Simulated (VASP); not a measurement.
# ZnCu (Pm-3m) in VASP: a series of runs

The runs below take ZnCu through vibrations by perturbation theory, elastic constants, with PBEsol.

Everything below comes from runs of VASP 6.6.1. Logs are shortened: lines on timing, memory, paths and dates and some standing lists are left out, and cuts for length are marked.

## 1. The cell of the first run

Symmetry: Pm-3m, No. 221, cubic system. The conventional cell has a = 2.945 Å, b = 2.945 Å, c = 2.945 Å, α = 90.00°, β = 90.00°, γ = 90.00°. Within 3.4 Å of Zn (site symmetry m-3m) lie 8 Cu at 2.55 Å and 6 Zn at 2.94 Å. Cu (site symmetry m-3m) has 8 Zn at 2.55 Å and 6 Cu at 2.94 Å within 3.4 Å.

## 2. Vibrations by perturbation theory, PBEsol

Input file INCAR:

```
SYSTEM = ZnCu
PREC = Accurate
ENCUT = 600
EDIFF = 1E-8
ISMEAR = -1
SIGMA = 0.05
LREAL = .False.
LASPH = .True.
NELM = 120
ALGO = Normal
ISIF = 2
LWAVE = .False.
LCHARG = .False.
GGA = PS
NBANDS = 18
IBRION = 8
NSW = 1
GGA_COMPAT = .False.
```

Input file KPOINTS:

```
Automatic mesh
0
Gamma
  8 8 8
  0 0 0
```

Input file POSCAR:

```
ZnCu
1.0
    2.9450000000      0.0000000000      0.0000000000
    0.0000000000      2.9450000000      0.0000000000
    0.0000000000      0.0000000000      2.9450000000
Zn Cu
1 1
Direct
    0.5000000000      0.5000000000      0.5000000000
    0.0000000000      0.0000000000      0.0000000000
```

Potentials or basis: VASP PAW PBE potentials, release 64 (Zn, Cu).

Started as:

```
> cat potpaw_PBE.64/Zn/POTCAR potpaw_PBE.64/Cu/POTCAR > POTCAR
> mpirun -np 1 vasp_std > vasp.out
```

OUTCAR:

```text
SYSTEM = ZnCu
   PREC = Accurate
   ENCUT = 600
   EDIFF = 1E-8
   ISMEAR = -1
   LREAL = .False.
   LASPH = .True.
   NELM = 120
   ISIF = 2
   GGA = PS
   IBRION = 8
   NSW = 1

 ion  position               nearest neighbor table
   1  0.500  0.500  0.500-   2 2.55   2 2.55   2 2.55   2 2.55   2 2.55   2 2.55   2 2.55   2 2.55

   2  0.000  0.000  0.000-   1 2.55   1 2.55   1 2.55   1 2.55   1 2.55   1 2.55   1 2.55   1 2.55

  LATTYP: Found a simple cubic cell.
 ALAT       =     2.9450000000

  Lattice vectors:

 A1 = (   2.9450000000,   0.0000000000,   0.0000000000)
 A2 = (   0.0000000000,   2.9450000000,   0.0000000000)
 A3 = (   0.0000000000,   0.0000000000,   2.9450000000)

Analysis of symmetry for initial positions (statically):
=====================================================================
 Subroutine PRICEL returns:
 Original cell was already a primitive cell.

 Routine SETGRP: Setting up the symmetry group for a
 simple cubic supercell.

 Subroutine GETGRP returns: Found 48 space group operations
 (whereof 48 operations were pure point group operations)
 out of a pool of 48 trial point group operations.

The static configuration has the point symmetry O_h .

Analysis of symmetry for dynamics (positions and initial velocities):
=====================================================================
 Subroutine PRICEL returns:
 Original cell was already a primitive cell.

 Routine SETGRP: Setting up the symmetry group for a
 simple cubic supercell.

 Subroutine GETGRP returns: Found 48 space group operations
 (whereof 48 operations were pure point group operations)
 out of a pool of 48 trial point group operations.

The dynamic configuration has the point symmetry O_h .

 Subroutine INISYM returns: Found 48 space group operations
 (whereof 48 operations are pure point group operations),
 and found     1 'primitive' translations

----------------------------------------------------------------------------------------

                                     Primitive cell

  volume of cell :      25.5421

  direct lattice vectors                    reciprocal lattice vectors
     2.945000000  0.000000000  0.000000000     0.339558574  0.000000000  0.000000000
     0.000000000  2.945000000  0.000000000     0.000000000  0.339558574  0.000000000
     0.000000000  0.000000000  2.945000000     0.000000000  0.000000000  0.339558574

  length of vectors
     2.945000000  2.945000000  2.945000000     0.339558574  0.339558574  0.339558574

  position of ions in fractional coordinates (direct lattice)
     0.500000000  0.500000000  0.500000000
     0.000000000  0.000000000  0.000000000

  ion indices of the primitive-cell ions
   primitive index   ion index
                 1           1
                 2           2

----------------------------------------------------------------------------------------

 KPOINTS: Automatic mesh

Automatic generation of k-mesh.
 Grid dimensions read from file:
 generate k-points for:    8    8    8

 Generating k-lattice:

  Cartesian coordinates                     Fractional coordinates (reciprocal lattice)
     0.042444822  0.000000000  0.000000000     0.125000000  0.000000000  0.000000000
     0.000000000  0.042444822  0.000000000     0.000000000  0.125000000  0.000000000
     0.000000000  0.000000000  0.042444822     0.000000000  0.000000000  0.125000000

  Length of vectors
     0.042444822  0.042444822  0.042444822

  Shift w.r.t. Gamma in fractional coordinates (k-lattice)
     0.000000000  0.000000000  0.000000000

 Subroutine IBZKPT returns following result:
 ===========================================

 Found     35 irreducible k-points:

 Following reciprocal coordinates:
            Coordinates               Weight
  0.000000  0.000000  0.000000      1.000000
  0.125000  0.000000  0.000000      6.000000
  0.250000  0.000000  0.000000      6.000000
  0.375000  0.000000  0.000000      6.000000
  0.500000  0.000000  0.000000      3.000000
  0.125000  0.125000  0.000000     12.000000
[... 16 lines left out ...]
  0.375000  0.375000  0.125000     24.000000
  0.500000  0.375000  0.125000     24.000000
 [... further k-points ...]
   k-points           NKPTS =     35   k-points in BZ     NKDIM =     35   number of bands    NBANDS=     18
   number of dos      NEDOS =    301   number of ions     NIONS =      2
   total plane-waves  NPLWV =  13824
   dimension x,y,z NGX =    24 NGY =   24 NGZ =   24
   dimension x,y,z NGXF=    48 NGYF=   48 NGZF=   48
   ions per type =               1   1
   NGX,Y,Z   is equivalent  to a cutoff of  13.55, 13.55, 13.55 a.u.
   NGXF,Y,Z  is equivalent  to a cutoff of  27.10, 27.10, 27.10 a.u.
 SYSTEM =  ZnCu
   PREC   = accura    normal or accurate (medium, high low for compatibility)
   ISTART =      0    job   : 0-new  1-cont  2-samecut
   ICHARG =      2    charge: 1-file 2-atom 10-const
   ISPIN  =      1    spin polarized calculation?
   LNONCOLLINEAR =      F non collinear calculations
   LSORBIT =      F    spin-orbit coupling
   LASPH  =      T    aspherical Exc in radial PAW
   ENCUT  =  600.0 eV  44.10 Ry    6.64 a.u.   5.88  5.88  5.88*2*pi/ulx,y,z
   NELM   =    120;   NELMIN=  2; NELMDL= -5     # of ELM steps
   EDIFF  = 0.1E-07   stopping-criterion for ELM
   LREAL  =      F    real-space projection
   EDIFFG = 0.1E-06   stopping-criterion for IOM
   NSW    =      1    number of steps for IOM
   IBRION =      8    ionic relax: 0-MD 1-quasi-New 2-CG
   NFREE  =      0    steps in history (QN), initial steepest desc. (CG)
   ISIF   =      2    stress and relaxation
   ISYM   =      2    0-nonsym 1-usesym 2-fastsym
   POTIM  = 0.5000    time-step for ionic-motion
   TEBEG  =    0.0;   TEEND  =   0.0 temperature during run
   PSTRESS=    0.0 pullay stress
   NELECT =      23.0000    total number of electrons
   NUPDOWN=      -1.0000    fix difference up-down
   EMIN   =  10.00;   EMAX   =-10.00  energy-range for DOS
   EFERMI =   0.00;   METHOD = LEGACY
   ISMEAR =    -1;   SIGMA  =   0.05  broadening in eV -4-tet -1-fermi 0-gaus
   EFERMI_NEDOS =   21; number of points for ismear=-14 and -15
   IALGO  =     38    algorithm
   IMIX   =      4    mixing-type and parameters
     AMIX     =   0.40;   BMIX     =  1.00
     AMIX_MAG =   1.60;   BMIX_MAG =  1.00
  volume/ion in A,a.u.               =      12.77        86.18
  Fermi-wavevector in a.u.,A,eV,Ry     =   1.580880  2.987429 34.003415  2.499180
  Thomas-Fermi vector in A             =   2.681040
   LORBIT       =      0    0 simple, 1 ext, 2 COOP (PROOUT), +10 PAW based schemes
   GGA     = PS    functional components
   LHFCALC =     F    Hartree Fock is set to
   AEXX    =    0.0000 exact exchange contribution
   IVDW    =     0    specifies the selected vdW correction
   LEPSILON=     F    determine dielectric tensor
   LRPA    =     F    only Hartree local field effects (RPA)
 non-spin polarized calculation
  energy-cutoff  :      600.00
  volume of cell :       25.54
 maximum number of plane-waves:       876
 NGX is ok and might be reduce to    24
   NGX = 11   NGY = 11   NGZ = 11

--------------------------------------- Ionic step        1  -------------------------------------------

 number of electron      23.0000000 magnetization

 Free energy of the ion-electron system (eV)
  ---------------------------------------------------
  ext. energy  EPLUGINS =         0.00000000
  ---------------------------------------------------
  free energy    TOTEN  =        -6.09640133 eV

  energy without entropy =       -6.09166548  energy(sigma->0) =       -6.09403340

 E-fermi :   5.1187     XC(G=0): -12.5645

 val. band max:        4.9978877763   @ k =   0.3750   0.2500   0.1250
 cond. band min:       5.2134761818   @ k =   0.3750   0.3750   0.1250
 fundamental gap:      0.2155884055
 Fermi energy:         5.1187177806

 k-point     1 :       0.0000    0.0000    0.0000
  band No.  band energies     occupation
      1      -5.0021      2.00000
      2      -2.4530      2.00000
      3      -2.4530      2.00000
      4      -1.7544      2.00000
      5      -1.7544      2.00000
      6      -1.7544      2.00000
[... 10 lines left out ...]
     17      17.6158      0.00000
     18      28.8006      0.00000
[... 466 lines left out ...]
      2      -2.2090      2.00000
      3      -2.0599      2.00000
      4      -2.0216      2.00000
      5      -1.5697      2.00000
      6       0.5976      2.00000
[... 10 lines left out ...]
     17      19.9638      0.00000
     18      20.8353      0.00000

 [... further k-points ...]
[... 5 lines left out ...]
  --------------------------------------------------------------------------------------
  -------------------------------------------------------------------------------------
  Total       -0.5977368     -0.5977368     -0.5977368      0.0000000     -0.0000000      0.0000000
  in kB      -37.4942532    -37.4942532    -37.4942532      0.0000000     -0.0000000      0.0000000
  external PRESSURE =     -37.4942532 kB  Pullay stress =       0.0000000 kB

 VOLUME and BASIS-vectors are now :
 -----------------------------------------------------------------------------
  energy-cutoff  :      600.00
  volume of cell :       25.54
      direct lattice vectors                 reciprocal lattice vectors
     2.945000000  0.000000000  0.000000000     0.339558574  0.000000000  0.000000000
     0.000000000  2.945000000  0.000000000     0.000000000  0.339558574  0.000000000
     0.000000000  0.000000000  2.945000000     0.000000000  0.000000000  0.339558574

 POSITION                                       TOTAL-FORCE (eV/Angst)
 -----------------------------------------------------------------------------------
      1.47250      1.47250      1.47250         0.000000      0.000000      0.000000
      0.00000      0.00000      0.00000         0.000000      0.000000      0.000000
 -----------------------------------------------------------------------------------
    total drift:                                0.000000      0.000000     -0.000000

  FREE ENERGIE OF THE ION-ELECTRON SYSTEM (eV)
  ---------------------------------------------------
  free  energy   TOTEN  =        -6.0964013259 eV

  energy  without entropy=       -6.0916654767  energy(sigma->0) =       -6.09403340

[... ionic steps 2 to 3 ...]

--------------------------------------- Ionic step        4  -------------------------------------------

------------------------ aborting loop because EDIFF is reached ----------------------------------------

[... ionic steps 5 to 6 ...]

--------------------------------------- Ionic step        7  -------------------------------------------

 Free energy of the ion-electron system (eV)
  ---------------------------------------------------
  ---------------------------------------------------
  free energy    TOTEN  =        -0.23930015 eV

  energy without entropy =       -0.23930015

------------------------ aborting loop because EDIFF is reached ----------------------------------------

 INTERNAL STRAIN TENSOR  FOR ION    2  DIRECTION 1   (eV/Angst):
 -----------------------------------------------------------------------------
     0.00974  0.00000  0.00000
     0.00000  0.00453  0.00000
     0.00000  0.00000  0.00453

 INTERNAL STRAIN TENSOR FOR ION    2 for displacements in x,y,z  (eV/Angst):
          X           Y           Z          XY          YZ          ZX
  --------------------------------------------------------------------------------
  x     0.00000     0.00000     0.00000     0.00000     0.00000     0.00000
  y     0.00000     0.00000     0.00000     0.00000     0.00000     0.00000
  z     0.00000     0.00000     0.00000     0.00000     0.00000     0.00000

 SECOND DERIVATIVES (NOT SYMMETRIZED)
 ------------------------------------
               1X          1Y          1Z          2X          2Y          2Z
  1X    -4.495782   -0.000000    0.000000    4.495782    0.000000    0.000000
  1Y     0.000000   -4.495782   -0.000000    0.000000    4.495782    0.000000
  1Z    -0.000000    0.000000   -4.495782    0.000000    0.000000    4.495782
  2X     4.556089    0.000000   -0.000000   -4.556089   -0.000000    0.000000
  2Y    -0.000000    4.556089    0.000000    0.000000   -4.556089   -0.000000
  2Z    -0.000000   -0.000000    4.556089    0.000000    0.000000   -4.556089

 Eigenvectors and eigenvalues of the dynamical matrix
 ----------------------------------------------------

   1 f  =    5.858890 THz    36.812491 2PiTHz  195.431530 cm-1    24.230411 meV
             X         Y         Z           dx          dy          dz
      1.472500  1.472500  1.472500     0.178549    0.654287   -0.171893
      0.000000  0.000000  0.000000    -0.182332   -0.668149    0.175535

   2 f  =    5.858890 THz    36.812491 2PiTHz  195.431530 cm-1    24.230411 meV
             X         Y         Z           dx          dy          dz
      1.472500  1.472500  1.472500     0.674975   -0.184195    0.000000
      0.000000  0.000000  0.000000    -0.689275    0.188097    0.000000
[... 11 lines left out ...]
   5 f/i=    0.019513 THz     0.122603 2PiTHz    0.650879 cm-1     0.080699 meV
             X         Y         Z           dx          dy          dz
      1.472500  1.472500  1.472500     0.011348    0.053445   -0.712387
      0.000000  0.000000  0.000000     0.011112    0.052336   -0.697608

   6 f/i=    0.019513 THz     0.122603 2PiTHz    0.650879 cm-1     0.080699 meV
             X         Y         Z           dx          dy          dz
      1.472500  1.472500  1.472500     0.147957    0.696853    0.054636
      0.000000  0.000000  0.000000     0.144888    0.682396    0.053503

--------------------------------------------------------------------------------------------------------

 ELASTIC MODULI CONTR FROM IONIC RELAXATION (kBar)
 Direction    XX          YY          ZZ          XY          YZ          ZX
 --------------------------------------------------------------------------------
 XX           0.0000      0.0000      0.0000      0.0000      0.0000      0.0000
 YY           0.0000      0.0000      0.0000      0.0000      0.0000      0.0000
 ZZ           0.0000      0.0000      0.0000      0.0000      0.0000      0.0000
 XY           0.0000      0.0000      0.0000      0.0000      0.0000      0.0000
 YZ           0.0000      0.0000      0.0000      0.0000      0.0000      0.0000
 ZX           0.0000      0.0000      0.0000      0.0000      0.0000      0.0000
 --------------------------------------------------------------------------------
```

It took 66 s on 1 thread of Intel Xeon Platinum 8488C (Sapphire Rapids), shared host; peak memory 0.23 GiB.

What came out:

| Quantity | Value |
| --- | --- |
| Highest phonon frequency at Γ, LO-TO splitting left out | 195 cm⁻¹ |

Phonon frequencies in cm⁻¹ (negative: imaginary):
```
              q point           frequencies
(0.000, 0.000, 0.000)  -1 -1 -1 195 195 195
```

Caveat: the cell wasn't relaxed at this level first, which shifts response properties; the PAW data sets were made with another functional, which shifts forces and pressure a little.

## 3. Elastic constants, PBEsol

Input file INCAR:

```
SYSTEM = ZnCu
PREC     = Accurate       ! precision mode
ENCUT    = 600            ! plane-wave cutoff, eV
EDIFF    = 1E-8           ! SCF threshold, eV
ISMEAR   = -1             ! smearing method
SIGMA    = 0.05           ! smearing width, eV
LREAL    = .False.        ! projectors in reciprocal space
LASPH    = .True.         ! aspherical terms in the spheres
NELM     = 120            ! most SCF steps
ALGO     = Normal         ! electronic algorithm
ISIF     = 3              ! what is computed and relaxed
LWAVE    = .False.        ! write WAVECAR
LCHARG   = .False.        ! write CHGCAR
GGA      = PS             ! functional
NBANDS   = 18             ! bands
IBRION   = 6              ! ionic algorithm
NFREE    = 2            
POTIM    = 0.015          ! step
NSW      = 1              ! ionic steps
GGA_COMPAT= .False.
```

Input file KPOINTS:

```
regular mesh
0
Gamma
  8 8 8
  0 0 0
```

POSCAR is that of step 2.

Potentials or basis: VASP PAW PBE potentials, release 64 (Zn, Cu).

Started as:

```
> cat potpaw_PBE.64/Zn/POTCAR potpaw_PBE.64/Cu/POTCAR > POTCAR
> mpirun -np 1 vasp_std > vasp.out
```

Wall time 4.5 min (1 thread of Intel Xeon Platinum 8488C (Sapphire Rapids), shared host); peak memory 0.31 GiB.

The run converged. Its results:

```
Elastic constants C11, C12, C44                         : 133, 110, 96 GPa
Voigt bulk modulus                                      : 118 GPa
Highest phonon frequency at Γ, LO-TO splitting left out : 195 cm⁻¹
```

Phonon frequencies in cm⁻¹ (negative: imaginary):
| q point | frequencies |
| --- | --- |
| (0.000, 0.000, 0.000) | 0 0 0 195 195 195 |

Elastic tensor in Voigt notation (GPa, in the Cartesian axes of the cell as first typed):
```
133 110 110   0   0   0
110 133 110   0   0   0
110 110 133   0   0   0
  0   0   0  96   0   0
  0   0   0   0  96   0
  0   0   0   0   0  96
```

Clamped-ion elastic tensor (GPa):
```
133 110 110   0   0   0
110 133 110   0   0   0
110 110 133   0   0   0
  0   0   0  96   0   0
  0   0   0   0  96   0
  0   0   0   0   0  96
```

Caveat: the cell is under stress, which shifts elastic constants; the PAW data sets were made with another functional, which shifts forces and pressure a little.
